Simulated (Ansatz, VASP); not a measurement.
**Two plane-wave programs on Sr3Ru**

```
CELL_PARAMETERS angstrom
0.00000 3.80819 3.80819
3.80819 0.00000 3.80819
3.80819 3.80819 0.00000
ATOMIC_POSITIONS crystal
Sr 0.75000 0.75000 0.75000
Sr 0.25000 0.25000 0.25000
Sr 0.50000 0.50000 0.50000
Ru 0.00000 0.00000 0.00000
```

Change from the starting cell: species swapped into the Cs3Sb type (Fm-3m, No. 225).

Alike in both runs: task single point; functional PBE; k mesh 4 × 4 × 4; occupations gaussian, width 0.1 eV; no spin polarisation.

```csv
,VASP,Ansatz
version,VASP 6.6.1,Ansatz 0.2.0
potentials or method,"VASP PAW PBE potentials, release 64 (Sr_sv, Ru_pv), cutoff 520 eV","scalar-relativistic, plane waves, PAW"
valence electrons in the cell,44,46
```

```tsv
	VASP	Ansatz	Ansatz less VASP
gap on the k mesh at the Fermi level (eV)	none	none	-
pressure (GPa)	5.4	5.2	-0.17
```

A gap of «none» marks a metal or a gap that the smearing closes. The functional is the same, so the differences come from potentials, cutoffs and numerics. VASP's potentials hold 44 valence electrons a cell and Ansatz's 46, so a difference there can come from the potentials and not from the codes.
